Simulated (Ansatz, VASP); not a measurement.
# One calculation of Sc, two programs

File INCAR:

```
AGGAC = 1.0
AGGAX = 1.0
ALDAC = 0.0
ALDAX = 1.0
ALGO = Normal
EDIFF = 1E-6
ENCUT = 520
GGA = B5
ISIF = 2
ISMEAR = -1
LASPH = True
LCHARG = False
LREAL = False
LWAVE = False
NBANDS = 12
NELM = 80
PREC = Accurate
SIGMA = 0.1
```

KPOINTS

```
k-points
0
Gamma
  14 14 14
```

Contents of POSCAR:

```
Sc
1.0
   -1.8480007738      1.8480007738      1.8480007738
    1.8480007738     -1.8480007738      1.8480007738
    1.8480007738      1.8480007738     -1.8480007738
Sc
1
Direct
    0.0000000000      0.0000000000      0.0000000000
```

Input for Ansatz:

```yaml
crystal:
  lattice:
    - [-1.8480007738, 1.8480007738, 1.8480007738]
    - [1.8480007738, -1.8480007738, 1.8480007738]
    - [1.8480007738, 1.8480007738, -1.8480007738]
  atoms:
    - { symbol: Sc, position: [0.0, 0.0, 0.0] }
hamiltonian:
  xc: blyp
  pseudopotentials:
    kind: paw
    azcp:
      Sc: "pseudopotentials/Sc.paw.azcp"
basis:
  ecutwfc: 420
  fft_grid_basis: typed
kpoints:
  mp_grid: { grid: [14, 14, 14], shift: [0, 0, 0] }
magnetization:
  spin_polarized: false
scf:
  occupations: { method: fermi_dirac, width: 0.1 }
  lower_state_search: "off"
output:
  stress: true
```

Alike in both runs: task single point; functional BLYP; k mesh 14 × 14 × 14; occupations fermi-dirac, width 0.1 eV; no spin polarisation.

|  | VASP | Ansatz |
| --- | --- | --- |
| version | VASP 6.6.1 | Ansatz 0.2.0 |
| potentials or method | VASP PAW PBE potentials, release 64 (Sc_sv), cutoff 520 eV | plane waves (420 eV) with PAW, scalar-relativistic |
| valence electrons in the cell | 11 | 11 |

```tsv
	VASP	Ansatz	Ansatz less VASP
pressure (GPa)	0.0	0.0	-0.02
```

VASP's potentials were made for PBE, not for BLYP.
